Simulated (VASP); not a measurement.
# C (Fd-3m) in VASP: notebook

Aim: see how the results for C move with the level of theory and the settings. Levels: PBE, LDA, r2SCAN. Tasks: vibrations by perturbation theory, elastic constants, dielectric tensor.

All numbers are computed with VASP 6.6.1; they aren't measurements. Logs are shortened: lines on timing, memory, paths and dates and some standing lists are left out, and cuts for length are marked.

## 1. The cell of the first run

Symmetry: Fd-3m, No. 227, cubic system. Conventional cell: a = 3.567 Å, b = 3.567 Å, c = 3.567 Å, α = 90.00°, β = 90.00°, γ = 90.00°. C (site symmetry -43m) has 4 C at 1.54 Å within 2.1 Å.

## 2. Vibrations by perturbation theory, PBE

Input file INCAR:

```
SYSTEM = C
PREC = Accurate ; ENCUT = 520
EDIFF = 1E-8 ; ISMEAR = 0
SIGMA = 0.01 ; LREAL = .FALSE.
LASPH = .TRUE. ; NELM = 80
ALGO = Normal ; ISIF = 2
LWAVE = .FALSE. ; LCHARG = .TRUE.
GGA = PE ; NBANDS = 11
IBRION = 8 ; NSW = 1
LEPSILON = .TRUE.
```

Input file KPOINTS:

```
Automatic mesh
0
G
  12 12 12
  0 0 0
```

Input file POSCAR:

```
C
1.0
    0.0000000000      1.7833700000      1.7833700000
    1.7833700000      0.0000000000      1.7833700000
    1.7833700000      1.7833700000      0.0000000000
C
2
Direct
    0.7500000000      0.7500000000      0.7500000000
    0.5000000000      0.5000000000      0.5000000000
```

Potentials or basis: VASP PAW PBE potentials, release 64 (C).

The run is started by

```bash
cat potpaw_PBE.64/C/POTCAR > POTCAR
mpirun -np 1 vasp_std > vasp.out
```

OUTCAR:

```text
SYSTEM = C
   PREC = Accurate
   ENCUT = 520
   EDIFF = 1E-8
   ISMEAR = 0
   LREAL = .FALSE.
   LASPH = .TRUE.
   NELM = 80
   ISIF = 2
   GGA = PE
   IBRION = 8
   NSW = 1
   LEPSILON = .TRUE.

 ion  position               nearest neighbor table
   1  0.750  0.750  0.750-   2 1.54   2 1.54   2 1.54   2 1.54
   2  0.500  0.500  0.500-   1 1.54   1 1.54   1 1.54   1 1.54

  LATTYP: Found a face centered cubic cell.
 ALAT       =     3.5667400000

  Lattice vectors:

 A1 = (   0.0000000000,   1.7833700000,   1.7833700000)
 A2 = (   1.7833700000,   0.0000000000,   1.7833700000)
 A3 = (   1.7833700000,   1.7833700000,   0.0000000000)

Analysis of symmetry for initial positions (statically):
=====================================================================
 Subroutine PRICEL returns:
 Original cell was already a primitive cell.

 Routine SETGRP: Setting up the symmetry group for a
 face centered cubic supercell.

 Subroutine GETGRP returns: Found 48 space group operations
 (whereof 24 operations were pure point group operations)
 out of a pool of 48 trial point group operations.

The static configuration has the point symmetry T_d .
 The point group associated with its full space group is O_h .

Analysis of symmetry for dynamics (positions and initial velocities):
=====================================================================
 Subroutine PRICEL returns:
 Original cell was already a primitive cell.

 Routine SETGRP: Setting up the symmetry group for a
 face centered cubic supercell.

 Subroutine GETGRP returns: Found 48 space group operations
 (whereof 24 operations were pure point group operations)
 out of a pool of 48 trial point group operations.

The dynamic configuration has the point symmetry T_d .
 The point group associated with its full space group is O_h .

 Subroutine INISYM returns: Found 48 space group operations
 (whereof 24 operations are pure point group operations),
 and found     1 'primitive' translations

----------------------------------------------------------------------------------------
[... 565 lines left out ...]
           5.850111     0.000000     0.000000
           0.000000     5.850111    -0.000000
           0.000000    -0.000000     5.850111
 ------------------------------------------------------

 PIEZOELECTRIC TENSOR (including local field effects)  for field in x, y, z        (e  Angst)
          XX          YY          ZZ          XY          YZ          ZX
  --------------------------------------------------------------------------------
  x     0.00000    -0.00000    -0.00000     0.00000    -0.00000     0.00000
  y    -0.00000     0.00000     0.00000     0.00000     0.00000    -0.00000
  z     0.00000     0.00000     0.00000     0.00000     0.00000     0.00000

 PIEZOELECTRIC TENSOR (including local field effects)  for field in x, y, z        (C/m^2)
          XX          YY          ZZ          XY          YZ          ZX
  --------------------------------------------------------------------------------
  x     0.00000    -0.00000    -0.00000     0.00000    -0.00000     0.00000
  y    -0.00000     0.00000     0.00000     0.00000     0.00000    -0.00000
  z     0.00000     0.00000     0.00000     0.00000     0.00000     0.00000

 BORN EFFECTIVE CHARGES (including local field effects) (in |e|, cummulative output)
 ---------------------------------------------------------------------------------
 ion    1
    1    -0.00000    -0.00000    -0.00000
    2     0.00000     0.00000    -0.00000
    3     0.00000     0.00000    -0.00000
 ion    2
    1     0.00000     0.00000     0.00000
    2     0.00000    -0.00000     0.00000
    3     0.00000     0.00000     0.00000

 INTERNAL STRAIN TENSOR FOR ION    2 for displacements in x,y,z  (eV/Angst):
          X           Y           Z          XY          YZ          ZX
  --------------------------------------------------------------------------------
  x    -0.00000     0.00000     0.00000     0.00000     3.07702     0.00000
  y    -0.00000     0.00000    -0.00000     0.00000     0.00000     3.07702
  z     0.00000     0.00000    -0.00000     3.07702     0.00000     0.00000

 SECOND DERIVATIVES (NOT SYMMETRIZED)
 ------------------------------------
               1X          1Y          1Z          2X          2Y          2Z
  1X   -37.237626    0.000000    0.000000   37.237626    0.000000    0.000000
  1Y     0.000000  -37.237626    0.000000    0.000000   37.237626    0.000000
  1Z     0.000000    0.000000  -37.237626    0.000000    0.000000   37.237626
  2X    37.237626    0.000000    0.000000  -37.237626    0.000000    0.000000
  2Y     0.000000   37.237626    0.000000    0.000000  -37.237626    0.000000
  2Z     0.000000    0.000000   37.237626    0.000000    0.000000  -37.237626

 Eigenvectors and eigenvalues of the dynamical matrix
 ----------------------------------------------------

   1 f  =   38.928452 THz   244.594677 2PiTHz 1298.513385 cm-1   160.995069 meV
             X         Y         Z           dx          dy          dz
      2.675055  2.675055  2.675055     0.000000   -0.707107    0.000000
      1.783370  1.783370  1.783370     0.000000    0.707107    0.000000
[... 21 lines left out ...]
   6 f  =    0.000000 THz     0.000000 2PiTHz    0.000000 cm-1     0.000000 meV
             X         Y         Z           dx          dy          dz
      2.675055  2.675055  2.675055     0.000000    0.000000    0.707107
      1.783370  1.783370  1.783370     0.000000    0.000000    0.707107

--------------------------------------------------------------------------------------------------------

 MACROSCOPIC STATIC DIELECTRIC TENSOR IONIC CONTRIBUTION
 ------------------------------------------------------
           0.000000    -0.000000     0.000000
          -0.000000     0.000000     0.000000
           0.000000     0.000000     0.000000
 ------------------------------------------------------

 ELASTIC MODULI CONTR FROM IONIC RELAXATION (kBar)
 Direction    XX          YY          ZZ          XY          YZ          ZX
 --------------------------------------------------------------------------------
 XX          -0.0000      0.0000      0.0000     -0.0000      0.0000      0.0000
 YY           0.0000     -0.0000      0.0000     -0.0000     -0.0000     -0.0000
 ZZ           0.0000      0.0000     -0.0000      0.0000     -0.0000      0.0000
 XY          -0.0000     -0.0000      0.0000    -35.9116      0.0000      0.0000
 YZ           0.0000     -0.0000     -0.0000      0.0000    -35.9116      0.0000
 ZX           0.0000     -0.0000      0.0000      0.0000      0.0000    -35.9116
 --------------------------------------------------------------------------------

 PIEZOELECTRIC TENSOR IONIC CONTR  for field in x, y, z        (C/m^2)
          XX          YY          ZZ          XY          YZ          ZX
  --------------------------------------------------------------------------------
  x    -0.00000     0.00000     0.00000     0.00000     0.00000     0.00000
  y     0.00000    -0.00000     0.00000     0.00000     0.00000    -0.00000
  z     0.00000     0.00000    -0.00000     0.00000     0.00000     0.00000
```

Wall time 1.8 min (1 thread of Intel Xeon Platinum 8259CL at 2.50GHz (Skylake/Cascade Lake), shared host); peak memory 0.19 GiB.

Results:

```
Electronic dielectric tensor (diagonal) : 5.85
Born charges (mean of the diagonal)     : C +0.00 e
Highest phonon frequency at Γ           : 1299 cm⁻¹
```

Phonon frequencies in cm⁻¹ (negative: imaginary):
| q point | frequencies |
| --- | --- |
| (0.000, 0.000, 0.000) | 0 0 0 1299 1299 1299 |

Electronic dielectric tensor:
```
5.85 0.00 0.00
0.00 5.85 0.00
0.00 0.00 5.85
```

Born effective charge tensors (e):
atom 1, C
```
0.00 0.00 0.00
0.00 0.00 0.00
0.00 0.00 0.00
```
atom 2, C
```
0.00 0.00 0.00
0.00 0.00 0.00
0.00 0.00 0.00
```

Caveat: the cell stands under pressure or tension, which shifts response properties.

## 3. Elastic constants, LDA

Input file INCAR:

```
PREC = Accurate
ENCUT = 600
EDIFF = 1E-8
ISMEAR = 0
SIGMA = 0.01
LREAL = F
LASPH = T
NELM = 100
ALGO = Normal
ISIF = 3
LWAVE = F
LCHARG = F
IBRION = 6
NFREE = 2
POTIM = 0.015
NSW = 1
```

Input file KPOINTS:

```
regular mesh
0
Gamma
  11 11 11
```

POSCAR is that of step 2.

Potentials or basis: VASP PAW LDA potentials, release 64 (C).

The run is started by

```bash
cat potpaw_LDA.64/C/POTCAR > POTCAR
mpirun -np 1 vasp_std > vasp.out
```

OUTCAR:

```text
PREC = Accurate
   ENCUT = 600
   EDIFF = 1E-8
   ISMEAR = 0
   LREAL = F
   LASPH = T
   NELM = 100
   ISIF = 3
   IBRION = 6
   NFREE = 2
   POTIM = 0.015
   NSW = 1

 ion  position               nearest neighbor table
   1  0.750  0.750  0.750-   2 1.54   2 1.54   2 1.54   2 1.54
   2  0.500  0.500  0.500-   1 1.54   1 1.54   1 1.54   1 1.54

  LATTYP: Found a face centered cubic cell.
 ALAT       =     3.5667400000

  Lattice vectors:

 A1 = (   0.0000000000,   1.7833700000,   1.7833700000)
 A2 = (   1.7833700000,   0.0000000000,   1.7833700000)
 A3 = (   1.7833700000,   1.7833700000,   0.0000000000)

Analysis of symmetry for initial positions (statically):
=====================================================================
 Subroutine PRICEL returns:
 Original cell was already a primitive cell.

[... 958 lines left out ...]
  x    -0.00000     0.00000     0.00000     0.00000    -2.69787     0.00000
  y     0.00000    -0.00000     0.00000     0.00000     0.00000    -2.69787
  z     0.00000     0.00000    -0.00000    -2.69787     0.00000     0.00000

 INTERNAL STRAIN TENSOR FOR ION    2 for displacements in x,y,z  (eV/Angst):
          X           Y           Z          XY          YZ          ZX
  --------------------------------------------------------------------------------
  x     0.00000    -0.00000    -0.00000     0.00000     2.69787     0.00000
  y    -0.00000     0.00000    -0.00000     0.00000     0.00000     2.69787
  z    -0.00000    -0.00000     0.00000     2.69787     0.00000     0.00000

 Eigenvectors and eigenvalues of the dynamical matrix
 ----------------------------------------------------

   1 f  =   38.595379 THz   242.501915 2PiTHz 1287.403251 cm-1   159.617588 meV
             X         Y         Z           dx          dy          dz
      2.675055  2.675055  2.675055     0.000000   -0.707107    0.000000
      1.783370  1.783370  1.783370     0.000000    0.707107    0.000000
[... 21 lines left out ...]
   6 f  =    0.000000 THz     0.000000 2PiTHz    0.000000 cm-1     0.000000 meV
             X         Y         Z           dx          dy          dz
      2.675055  2.675055  2.675055     0.000000    0.000000    0.707107
      1.783370  1.783370  1.783370     0.000000    0.000000    0.707107

--------------------------------------------------------------------------------------------------------

 ELASTIC MODULI CONTR FROM IONIC RELAXATION (kBar)
 Direction    XX          YY          ZZ          XY          YZ          ZX
 --------------------------------------------------------------------------------
 XX          -0.0000      0.0000      0.0000      0.0000     -0.0000      0.0000
 YY           0.0000     -0.0000     -0.0000      0.0000      0.0000     -0.0000
 ZZ           0.0000     -0.0000     -0.0000     -0.0000      0.0000      0.0000
 XY           0.0000      0.0000     -0.0000    -28.0853      0.0000      0.0000
 YZ          -0.0000      0.0000      0.0000      0.0000    -28.0853      0.0000
 ZX           0.0000     -0.0000      0.0000      0.0000      0.0000    -28.0853
 --------------------------------------------------------------------------------

 TOTAL ELASTIC MODULI (kBar)
 Direction    XX          YY          ZZ          XY          YZ          ZX
 --------------------------------------------------------------------------------
 XX       10482.1532   1237.0573   1237.0573     -0.0000      0.0000     -0.0000
 YY        1237.0573  10482.1532   1237.0573     -0.0000     -0.0000     -0.0000
 ZZ        1237.0573   1237.0573  10482.1532     -0.0000     -0.0000     -0.0000
 XY          -0.0000     -0.0000     -0.0000   5558.7187      0.0000     -0.0000
 YZ           0.0000     -0.0000     -0.0000      0.0000   5558.7187      0.0000
 ZX          -0.0000     -0.0000     -0.0000     -0.0000      0.0000   5558.7187
 --------------------------------------------------------------------------------
```

stdout:

```text
POSCAR found type information on POSCAR C
 POSCAR found :  1 types and       2 ions
 scaLAPACK will be used
 LDA part: xc-table for (Slater(with rela. corr.)+CA(PZ))
 , standard interpolation
 POSCAR, INCAR and KPOINTS ok, starting setup
 FFT: planning ... GRIDC
 FFT: planning ... GRID_SOFT
 FFT: planning ... GRID
 WAVECAR not read
 entering main loop
 Found     1 degrees of freedom:
 Adding 6 more for cell shape distortion
 Finite differences POTIM= 0.01500 DOF=   7
 bond charge predicted
 Finite differences progress:
 bond charge predicted
 Finite differences progress:
 bond charge predicted
 Finite differences progress:
 bond charge predicted
 Finite differences progress:
 bond charge predicted
 Finite differences progress:
 bond charge predicted
 Finite differences progress:
 bond charge predicted
 Finite differences progress:
 bond charge predicted
 Finite differences progress:
 bond charge predicted
 Finite differences progress:
 bond charge predicted
 Finite differences progress:
 bond charge predicted
 Finite differences progress:
 bond charge predicted
 Finite differences progress:
 bond charge predicted
 Finite differences progress:
 bond charge predicted
 Finite differences progress:
```

It took 2.3 min on 1 thread of Intel Xeon Platinum 8259CL at 2.50GHz (Skylake/Cascade Lake), shared host; peak memory 0.17 GiB.

What came out:

```yaml
Elastic_constants_C11_C12_C44: 1048, 124, 556 GPa
Voigt_bulk_modulus: 432 GPa
Highest_phonon_frequency_at_Γ: 1287 cm⁻¹
```

Phonon frequencies in cm⁻¹ (negative: imaginary):
```csv
q point,frequencies
"(0.000, 0.000, 0.000)",0 0 0 1287 1287 1287
```

Elastic tensor in Voigt notation (GPa, in the Cartesian axes of the cell as first typed):
```
1048  124  124    0    0    0
 124 1048  124    0    0    0
 124  124 1048    0    0    0
   0    0    0  556    0    0
   0    0    0    0  556    0
   0    0    0    0    0  556
```

Clamped-ion elastic tensor (GPa):
```
1048  124  124    0    0    0
 124 1048  124    0    0    0
 124  124 1048    0    0    0
   0    0    0  559    0    0
   0    0    0    0  559    0
   0    0    0    0    0  559
```

Caveat: the cell is under stress, which shifts elastic constants.

## 4. Dielectric tensor, r2SCAN

Input file INCAR:

```
PREC     = Accurate       # precision mode
ENCUT    = 520            # plane-wave cutoff, eV
EDIFF    = 1E-8           # SCF threshold, eV
ISMEAR   = 0              # smearing method
SIGMA    = 0.01           # smearing width, eV
LREAL    = False          # projectors in reciprocal space
LASPH    = True           # aspherical terms in the spheres
NELM     = 80             # most SCF steps
ALGO     = Normal         # electronic algorithm
ISIF     = 2              # what is computed and relaxed
LWAVE    = False          # write WAVECAR
LCHARG   = False          # write CHGCAR
METAGGA  = R2SCAN         # meta-GGA
LMIXTAU  = True         
LCALCEPS = True
```

Input file KPOINTS:

```
regular mesh
0
Gamma
  13 13 13
```

POSCAR is that of step 3.

Potentials or basis: VASP PAW PBE potentials, release 64 (C).

The run is started by

```bash
cat potpaw_PBE.64/C/POTCAR > POTCAR
mpirun -np 1 vasp_std > vasp.out
```

OUTCAR:

```text
PREC = Accurate
   ENCUT = 520
   EDIFF = 1E-8
   ISMEAR = 0
   LREAL = False
   LASPH = True
   NELM = 80
   ISIF = 2
   METAGGA = R2SCAN

 ion  position               nearest neighbor table
   1  0.750  0.750  0.750-   2 1.54   2 1.54   2 1.54   2 1.54
   2  0.500  0.500  0.500-   1 1.54   1 1.54   1 1.54   1 1.54

  LATTYP: Found a face centered cubic cell.
 ALAT       =     3.5667400000

  Lattice vectors:

 A1 = (   0.0000000000,   1.7833700000,   1.7833700000)
[... 488 lines left out ...]
 ion    2
    1     0.00000     0.00000    -0.00000
    2     0.00000     0.00000     0.00000
    3    -0.00000    -0.00000    -0.00000

  FORCE on cell =-STRESS in cart. coord.  units (eV):
  Direction    XX          YY          ZZ          XY          YZ          ZX
  --------------------------------------------------------------------------------------
  -------------------------------------------------------------------------------------
  Total       -0.0941005     -0.0941005     -0.0941005      0.0000000      0.0000000     -0.0000000
  in kB      -13.2907022    -13.2907022    -13.2907022      0.0000000      0.0000000     -0.0000000
  external PRESSURE =     -13.2907022 kB  Pullay stress =       0.0000000 kB

 VOLUME and BASIS-vectors are now :
 -----------------------------------------------------------------------------
  energy-cutoff  :      520.00
  volume of cell :       11.34
      direct lattice vectors                 reciprocal lattice vectors
     0.000000000  1.783370000  1.783370000    -0.280368067  0.280368067  0.280368067
     1.783370000  0.000000000  1.783370000     0.280368067 -0.280368067  0.280368067
     1.783370000  1.783370000  0.000000000     0.280368067  0.280368067 -0.280368067

 POSITION                                       TOTAL-FORCE (eV/Angst)
 -----------------------------------------------------------------------------------
      2.67505      2.67505      2.67505        -0.000000      0.000000      0.000000
      1.78337      1.78337      1.78337         0.000000     -0.000000     -0.000000
 -----------------------------------------------------------------------------------
    total drift:                                0.000000     -0.000000      0.000000

  FREE ENERGIE OF THE ION-ELECTRON SYSTEM (eV)
  ---------------------------------------------------
  free  energy   TOTEN  =       -19.6573075403 eV

  energy  without entropy=      -19.6573075403  energy(sigma->0) =      -19.65730754
```

OSZICAR:

```text
N       E                     dE             d eps       ncg     rms          rms(c)
DAV:   1    -0.386221056756E+01   -0.38622E+01   -0.53848E+03  1424   0.997E+02
DAV:   2    -0.218467261799E+02   -0.17985E+02   -0.17623E+02  2160   0.116E+02
DAV:   3    -0.219452981286E+02   -0.98572E-01   -0.98572E-01  1464   0.108E+01
DAV:   4    -0.219454082490E+02   -0.11012E-03   -0.11012E-03  1912   0.389E-01
[... 12 lines left out ...]
DMP:  10    -0.196573074601E+02   -0.69873E-07   -0.48223E-07  4760   0.512E-07   0.133E-06
DMP:  11    -0.196573074989E+02   -0.38775E-07   -0.26066E-07  4760   0.271E-07   0.732E-07
DMP:  12    -0.196573075201E+02   -0.21248E-07   -0.15056E-07  4760   0.163E-07   0.411E-07
DMP:  13    -0.196573075327E+02   -0.12571E-07   -0.91028E-08  4760   0.966E-08   0.252E-07
DMP:  14    -0.196573075403E+02   -0.76093E-08   -0.52472E-08  4760   0.517E-08   0.153E-07
   1 F= -.19657308E+02 E0= -.19657308E+02  d E =-.124662E-17
```

Run time: 47 min. Hardware: 1 thread of Intel Xeon Platinum 8259CL at 2.50GHz (Skylake/Cascade Lake), shared host; peak memory 0.36 GiB.

What came out:

* Band gap on the k mesh: 4.34 eV (least direct gap 5.84 eV)
* Electronic dielectric tensor (diagonal): 5.81
* Born charges (mean of the diagonal): C +0.00 e

Electronic dielectric tensor:
```
5.81 0.00 0.00
0.00 5.81 0.00
0.00 0.00 5.81
```

Born effective charge tensors (e):
atom 1, C
```
0.00 0.00 0.00
0.00 0.00 0.00
0.00 0.00 0.00
```
atom 2, C
```
0.00 0.00 0.00
0.00 0.00 0.00
0.00 0.00 0.00
```

Dipole moments of the cell (e·Å, modulo the quantum): ionic -10.700, -10.700, -10.700; electronic 0.000, 0.000, 0.003

Caveat: the PAW data sets were made with another functional, which shifts forces and pressure a little; an odd mesh through Γ misses points on the zone boundary, where band edges can lie.
